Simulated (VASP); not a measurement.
# AlN (P1) in VASP: a series of runs

AlN is run at these levels: PBE; tasks: single point.

Program: VASP 6.6.1. These are calculated values, not measurements. Logs are shortened: lines on timing, memory, paths and dates and some standing lists are left out, and cuts for length are marked.

## Step 1: The cell of the first run

The typed cell holds 4 atoms: a = 3.113 Å, b = 3.113 Å, c = 5.393 Å, α = 73.22°, β = 73.22°, γ = 60.00°.

## Step 2: Single point, PBE (mode 4 frozen in at -0.102 Å and mode 10 at +0.030 Å (largest displacements))

Contents of INCAR:

```
ALGO = Normal ; EDIFF = 1E-7
ENCUT = 520 ; GGA = PE
ISIF = 2 ; ISMEAR = 0
LASPH = True ; LCHARG = True
LELF = True ; LREAL = False
LVHAR = True ; LWAVE = False
NBANDS = 16 ; NELM = 80
PREC = Accurate ; SIGMA = 0.05
```

Contents of KPOINTS:

```
k-points
0
Gamma
  6 6 6
```

Contents of POSCAR:

```
AlN
1.0
    0.0000000000     -2.2015682416     -2.2015682416
   -2.2015682416      0.0000000000     -2.2015682416
    2.2015682416      2.2015682416     -4.4031364832
Al N
2 2
Direct
   -0.0063555698      0.0379912432      0.0017685100
    0.5098925899      0.4655457769      0.5017685100
    0.3643137524      0.4040507325      0.8715933375
    0.8788729226      0.8391359424      0.3715933375
```

Potentials or basis: VASP PAW PBE potentials, release 64 (Al, N).

The run is started by

```bash
cat potpaw_PBE.64/Al/POTCAR potpaw_PBE.64/N/POTCAR > POTCAR
mpirun -np 1 vasp_std > vasp.out
```

OUTCAR:

```text
EDIFF = 1E-7
   ENCUT = 520
   GGA = PE
   ISIF = 2
   ISMEAR = 0
   LASPH = True
   LREAL = False
   NELM = 80
   PREC = Accurate

 ion  position               nearest neighbor table
   1  0.994  0.038  0.002-   3 1.87   4 1.89   3 1.93   3 1.94   2 3.01   2 3.03   2 3.09   2 3.15
                             2 3.21   2 3.23
   2  0.510  0.466  0.502-   3 1.89   4 1.89   4 1.92   4 1.94   1 3.01   1 3.03   1 3.09   1 3.15
                             1 3.21   1 3.23
   3  0.364  0.404  0.872-   1 1.87   2 1.89   1 1.93   1 1.94
   4  0.879  0.839  0.372-   2 1.89   1 1.89   2 1.92   2 1.94

  LATTYP: Found a trigonal (rhomboedric) cell.
 ALAT       =     5.3927188258
 COS(alpha) =     0.8333333333

  Lattice vectors:

 A1 = (   2.2015682416,   4.4031364832,  -2.2015682416)
 A2 = (   4.4031364832,   2.2015682416,  -2.2015682416)
 A3 = (   2.2015682416,   2.2015682416,  -4.4031364832)

Analysis of symmetry for initial positions (statically):
=====================================================================
 Subroutine PRICEL returns:
 Original cell was already a primitive cell.

 Routine SETGRP: Setting up the symmetry group for a
 trigonal (rhombohedral) supercell.

 Subroutine GETGRP returns: Found  1 space group operations
 (whereof  1 operations were pure point group operations)
 out of a pool of 12 trial point group operations.

The static configuration has the point symmetry C_1 .

Analysis of symmetry for dynamics (positions and initial velocities):
=====================================================================
 Subroutine PRICEL returns:
 Original cell was already a primitive cell.

 Routine SETGRP: Setting up the symmetry group for a
 trigonal (rhombohedral) supercell.

 Subroutine GETGRP returns: Found  1 space group operations
 (whereof  1 operations were pure point group operations)
 out of a pool of 12 trial point group operations.

The dynamic configuration has the point symmetry C_1 .

 Subroutine INISYM returns: Found  1 space group operations
 (whereof  1 operations are pure point group operations),
 and found     1 'primitive' translations

----------------------------------------------------------------------------------------

                                     Primitive cell

  volume of cell :      42.6831

  direct lattice vectors                    reciprocal lattice vectors
     0.000000000 -2.201568242 -2.201568242     0.113555417 -0.340666251 -0.113555417
    -2.201568242  0.000000000 -2.201568242    -0.340666251  0.113555417 -0.113555417
     2.201568242  2.201568242 -4.403136483     0.113555417  0.113555417 -0.113555417

  length of vectors
     3.113487666  3.113487666  5.392718826     0.376620712  0.376620712  0.196683752

  position of ions in fractional coordinates (direct lattice)
     0.993644430  0.037991243  0.001768510
     0.509892590  0.465545777  0.501768510
     0.364313752  0.404050732  0.871593338
     0.878872923  0.839135942  0.371593338

  ion indices of the primitive-cell ions
   primitive index   ion index
                 1           1
                 2           2
                 3           3
                 4           4

----------------------------------------------------------------------------------------

 KPOINTS: k-points

Automatic generation of k-mesh.
 Grid dimensions read from file:
 generate k-points for:    6    6    6

 Generating k-lattice:

  Cartesian coordinates                     Fractional coordinates (reciprocal lattice)
     0.018925903 -0.056777709 -0.018925903     0.166666667  0.000000000  0.000000000
    -0.056777709  0.018925903 -0.018925903     0.000000000  0.166666667  0.000000000
     0.018925903  0.018925903 -0.018925903     0.000000000  0.000000000  0.166666667

  Length of vectors
     0.062770119  0.062770119  0.032780625

  Shift w.r.t. Gamma in fractional coordinates (k-lattice)
     0.000000000  0.000000000  0.000000000

 Subroutine IBZKPT returns following result:
 ===========================================

 Found    112 irreducible k-points:

 Following reciprocal coordinates:
            Coordinates               Weight
  0.000000  0.000000  0.000000      1.000000
  0.166667  0.000000 -0.000000      2.000000
  0.000000  0.166667 -0.000000      2.000000
 -0.166667 -0.166667 -0.166667      2.000000
  0.333333  0.000000  0.000000      2.000000
  0.000000  0.333333  0.000000      2.000000
[... 16 lines left out ...]
 -0.166667  0.500000 -0.000000      2.000000
 -0.333333  0.500000  0.500000      2.000000
 [... further k-points ...]
   k-points           NKPTS =    112   k-points in BZ     NKDIM =    112   number of bands    NBANDS=     16
   number of dos      NEDOS =    301   number of ions     NIONS =      4
   total plane-waves  NPLWV =  23040
   dimension x,y,z NGX =    24 NGY =   24 NGZ =   40
   dimension x,y,z NGXF=    48 NGYF=   48 NGZF=   80
   ions per type =               2   2
   NGX,Y,Z   is equivalent  to a cutoff of  12.81, 12.81, 12.33 a.u.
   NGXF,Y,Z  is equivalent  to a cutoff of  25.63, 25.63, 24.66 a.u.
 SYSTEM =  unknown system
   PREC   = accura    normal or accurate (medium, high low for compatibility)
   ISTART =      0    job   : 0-new  1-cont  2-samecut
   ICHARG =      2    charge: 1-file 2-atom 10-const
   ISPIN  =      1    spin polarized calculation?
   LNONCOLLINEAR =      F non collinear calculations
   LSORBIT =      F    spin-orbit coupling
   LASPH  =      T    aspherical Exc in radial PAW
   ENCUT  =  520.0 eV  38.22 Ry    6.18 a.u.   5.79  5.79 10.03*2*pi/ulx,y,z
   NELM   =     80;   NELMIN=  2; NELMDL= -5     # of ELM steps
   EDIFF  = 0.1E-06   stopping-criterion for ELM
   LREAL  =      F    real-space projection
   EDIFFG = 0.1E-05   stopping-criterion for IOM
   NSW    =      0    number of steps for IOM
   IBRION =     -1    ionic relax: 0-MD 1-quasi-New 2-CG
   NFREE  =      0    steps in history (QN), initial steepest desc. (CG)
   ISIF   =      2    stress and relaxation
   ISYM   =      2    0-nonsym 1-usesym 2-fastsym
   POTIM  = 0.5000    time-step for ionic-motion
   TEBEG  =    0.0;   TEEND  =   0.0 temperature during run
   PSTRESS=    0.0 pullay stress
   NELECT =      16.0000    total number of electrons
   NUPDOWN=      -1.0000    fix difference up-down
   EMIN   =  10.00;   EMAX   =-10.00  energy-range for DOS
   EFERMI =   0.00;   METHOD = LEGACY
   ISMEAR =     0;   SIGMA  =   0.05  broadening in eV -4-tet -1-fermi 0-gaus
   EFERMI_NEDOS =   21; number of points for ismear=-14 and -15
   IALGO  =     38    algorithm
   IMIX   =      4    mixing-type and parameters
     AMIX     =   0.40;   BMIX     =  1.00
     AMIX_MAG =   1.60;   BMIX_MAG =  1.00
  volume/ion in A,a.u.               =      10.67        72.01
  Fermi-wavevector in a.u.,A,eV,Ry     =   1.180400  2.230633 18.957611  1.393345
  Thomas-Fermi vector in A             =   2.316693
   LORBIT       =      0    0 simple, 1 ext, 2 COOP (PROOUT), +10 PAW based schemes
   GGA     = PE    functional components
   LHFCALC =     F    Hartree Fock is set to
   AEXX    =    0.0000 exact exchange contribution
   IVDW    =     0    specifies the selected vdW correction
   LEPSILON=     F    determine dielectric tensor
   LRPA    =     F    only Hartree local field effects (RPA)
 non-spin polarized calculation
 Gauss-broadening in eV      SIGMA  =   0.05
  energy-cutoff  :      520.00
  volume of cell :       42.68
 maximum number of plane-waves:      1168
   NGX = 11   NGY = 11   NGZ = 21

 number of electron      16.0000000 magnetization

 Free energy of the ion-electron system (eV)
  ---------------------------------------------------
  ext. energy  EPLUGINS =         0.00000000
  ---------------------------------------------------
  free energy    TOTEN  =       -29.59317962 eV

  energy without entropy =      -29.59317962  energy(sigma->0) =      -29.59317962

 E-fermi :   6.1155     XC(G=0): -10.8345

 val. band max:        5.8695505419   @ k =   0.0000   0.0000   0.0000
 cond. band min:       9.0615457672   @ k =   0.5000   0.0000   0.5000
 fundamental gap:      3.1919952253
 Fermi energy:         6.1155246916

 k-point     1 :       0.0000    0.0000    0.0000
  band No.  band energies     occupation
      1      -9.0881      2.00000
      2      -7.0973      2.00000
      3      -0.0329      2.00000
      4       5.2365      2.00000
      5       5.3724      2.00000
      6       5.6781      2.00000
[... 8 lines left out ...]
     15      18.1094      0.00000
     16      18.2436      0.00000

 k-point     2 :       0.1667    0.0000   -0.0000
  band No.  band energies     occupation
      1      -8.7320      2.00000
      2      -6.9252      2.00000
      3       0.4248      2.00000
      4       4.0511      2.00000
      5       4.2875      2.00000
      6       5.0204      2.00000
[... 8 lines left out ...]
     15      18.3536      0.00000
     16      18.8065      0.00000

 k-point     3 :       0.0000    0.1667   -0.0000
  band No.  band energies     occupation
      1      -8.7321      2.00000
      2      -6.9236      2.00000
      3       0.4222      2.00000
      4       4.0064      2.00000
      5       4.3010      2.00000
      6       5.0553      2.00000
[... 8 lines left out ...]
     15      18.3327      0.00000
     16      18.5389      0.00000

 k-point     4 :      -0.1667   -0.1667   -0.1667
  band No.  band energies     occupation
      1      -8.7312      2.00000
      2      -6.9230      2.00000
      3       0.4219      2.00000
      4       3.9537      2.00000
      5       4.2152      2.00000
      6       5.1318      2.00000
[... 8 lines left out ...]
     15      18.3345      0.00000
     16      18.6739      0.00000

 k-point     5 :       0.3333    0.0000    0.0000
  band No.  band energies     occupation
      1      -7.8051      2.00000
      2      -6.6237      2.00000
      3       1.5290      2.00000
      4       2.1108      2.00000
      5       2.1932      2.00000
      6       4.5510      2.00000
[... 8 lines left out ...]
     15      19.0149      0.00000
     16      19.1666      0.00000

 k-point     6 :       0.0000    0.3333    0.0000
  band No.  band energies     occupation
      1      -7.8077      2.00000
      2      -6.6149      2.00000
      3       1.4852      2.00000
      4       1.9857      2.00000
      5       2.3217      2.00000
      6       4.6560      2.00000
[... 8 lines left out ...]
     15      18.7003      0.00000
     16      19.0154      0.00000

 k-point     7 :      -0.3333   -0.3333   -0.3333
  band No.  band energies     occupation
      1      -7.8030      2.00000
      2      -6.6138      2.00000
      3       1.4530      2.00000
      4       1.9902      2.00000
      5       2.2443      2.00000
      6       4.6686      2.00000
[... 8 lines left out ...]
     15      18.8683      0.00000
     16      19.0567      0.00000

 k-point     8 :       0.5000    0.0000    0.0000
  band No.  band energies     occupation
      1      -6.8726      2.00000
      2      -6.8237      2.00000
      3       1.0543      2.00000
      4       1.1345      2.00000
      5       3.3550      2.00000
      6       3.4530      2.00000
[... 8 lines left out ...]
     15      19.1303      0.00000
     16      19.2313      0.00000

 k-point     9 :       0.0000    0.5000    0.0000
  band No.  band energies     occupation
      1      -6.9509      2.00000
      2      -6.7348      2.00000
      3       0.8920      2.00000
      4       1.2323      2.00000
      5       3.2142      2.00000
      6       3.6899      2.00000
[... 8 lines left out ...]
     15      18.9049      0.00000
     16      19.0052      0.00000
[... 172 lines left out ...]
 k-point    19 :       0.3333    0.1667    0.3333
  band No.  band energies     occupation
      1      -8.0383      2.00000
      2      -6.7413      2.00000
      3       1.2396      2.00000
      4       2.4595      2.00000
      5       3.0520      2.00000
      6       4.3100      2.00000
[... 8 lines left out ...]
     15      18.2355      0.00000
     16      19.1429      0.00000

 k-point    20 :       0.5000    0.1667   -0.0000
  band No.  band energies     occupation
      1      -7.0679      2.00000
      2      -6.6269      2.00000
      3       1.2320      2.00000
      4       1.5053      2.00000
      5       2.8715      2.00000
      6       3.4428      2.00000
[... 8 lines left out ...]
     15      18.6638      0.00000
     16      19.2435      0.00000

 k-point    21 :      -0.3333    0.1667    0.1667
  band No.  band energies     occupation
      1      -7.0710      2.00000
      2      -6.6265      2.00000
      3       1.2374      2.00000
      4       1.5581      2.00000
      5       2.8013      2.00000
      6       3.4536      2.00000
[... 8 lines left out ...]
     15      18.5219      0.00000
     16      19.3209      0.00000

 k-point    22 :      -0.1667    0.3333   -0.1667
  band No.  band energies     occupation
      1      -7.0875      2.00000
      2      -6.6030      2.00000
      3       1.1617      2.00000
      4       1.5856      2.00000
      5       2.7877      2.00000
      6       3.4899      2.00000
[... 8 lines left out ...]
     15      18.6438      0.00000
     16      19.1639      0.00000

 k-point    23 :      -0.1667    0.5000   -0.0000
  band No.  band energies     occupation
      1      -7.0814      2.00000
      2      -6.6057      2.00000
      3       1.1438      2.00000
      4       1.5345      2.00000
      5       2.8651      2.00000
      6       3.5044      2.00000
[... 8 lines left out ...]
     15      18.4266      0.00000
     16      19.2744      0.00000

 k-point    24 :      -0.3333    0.5000    0.5000
  band No.  band energies     occupation
      1      -7.0740      2.00000
      2      -6.6090      2.00000
      3       1.1093      2.00000
      4       1.5144      2.00000
      5       2.8738      2.00000
      6       3.4824      2.00000
[... 8 lines left out ...]
     15      18.4258      0.00000
     16      19.3166      0.00000

 [... further k-points ...]
[... 5 lines left out ...]
  --------------------------------------------------------------------------------------
  -------------------------------------------------------------------------------------
  Total       -0.2812600      0.1481532     -0.1951414      0.7356373     -0.0035903     -0.0006074
  in kB      -10.5575240      5.5611588     -7.3249317     27.6132735     -0.1347674     -0.0227990
  external PRESSURE =      -4.1070990 kB  Pullay stress =       0.0000000 kB

 VOLUME and BASIS-vectors are now :
 -----------------------------------------------------------------------------
  energy-cutoff  :      520.00
  volume of cell :       42.68
      direct lattice vectors                 reciprocal lattice vectors
     0.000000000 -2.201568242 -2.201568242     0.113555417 -0.340666251 -0.113555417
    -2.201568242  0.000000000 -2.201568242    -0.340666251  0.113555417 -0.113555417
     2.201568242  2.201568242 -4.403136483     0.113555417  0.113555417 -0.113555417

 POSITION                                       TOTAL-FORCE (eV/Angst)
 -----------------------------------------------------------------------------------
     -0.07975     -2.18368     -2.27900         0.436874     -0.009025      0.871329
      0.07975     -0.01789     -4.35685        -0.336424      0.115295      0.276980
      1.02933      1.11681     -5.52935         0.144307     -0.096941     -0.455518
     -1.02933     -1.11681     -5.41849        -0.244757     -0.009329     -0.692791
 -----------------------------------------------------------------------------------
    total drift:                               -0.000006      0.000050     -0.000080

  FREE ENERGIE OF THE ION-ELECTRON SYSTEM (eV)
  ---------------------------------------------------
  free  energy   TOTEN  =       -29.5931796223 eV

  energy  without entropy=      -29.5931796223  energy(sigma->0) =      -29.59317962
```

Wall time 78 s (1 thread of Intel Xeon Platinum 8488C (Sapphire Rapids), shared host); peak memory 0.19 GiB.

What came out:

```
Free energy            : -29.5932 eV
Pressure               : -0.4 GPa
Largest force          : 0.975 eV/Å
Band gap on the k mesh : 3.19 eV, indirect (least direct gap 3.71 eV)
```

Forces on the atoms (eV/Å):
```
Al   0.437 -0.009  0.871
Al  -0.336  0.115  0.277
N    0.144 -0.097 -0.456
N   -0.245 -0.009 -0.693
```

Levels at points of the mesh, in eV from the valence-band top:
| k point | band 6 | band 7 | band 8 | band 9 | band 10 | band 11 |
| --- | --- | --- | --- | --- | --- | --- |
| (0.00, 0.00, 0.00) | -0.19 | -0.08 | 0.00 | 3.82 | 6.97 | 9.47 |
| (0.50, 0.00, 0.00) | -2.42 | -1.28 | -1.25 | 5.67 | 5.69 | 9.34 |
| (0.00, 0.50, 0.00) | -2.18 | -1.31 | -1.26 | 5.59 | 5.74 | 9.16 |
| (0.50, 0.50, 0.50) | -2.24 | -1.21 | -1.17 | 5.61 | 5.71 | 9.16 |
| (0.50, 0.50, 0.00) | -1.77 | -0.61 | -0.50 | 3.21 | 6.97 | 8.29 |
| (0.00, 0.50, 0.50) | -1.85 | -0.70 | -0.56 | 3.22 | 7.04 | 8.24 |
| (0.50, 0.00, 0.50) | -1.84 | -0.68 | -0.55 | 3.19 | 6.96 | 8.34 |
| (0.00, 0.00, 0.50) | -0.40 | -0.25 | -0.16 | 6.04 | 6.06 | 10.52 |

Caveat: the cell differs from its parent crystal (mode 4 frozen in at -0.102 Å and mode 10 at +0.030 Å (largest displacements)). A k mesh can miss the band edges.

[end of part 1 of 2]
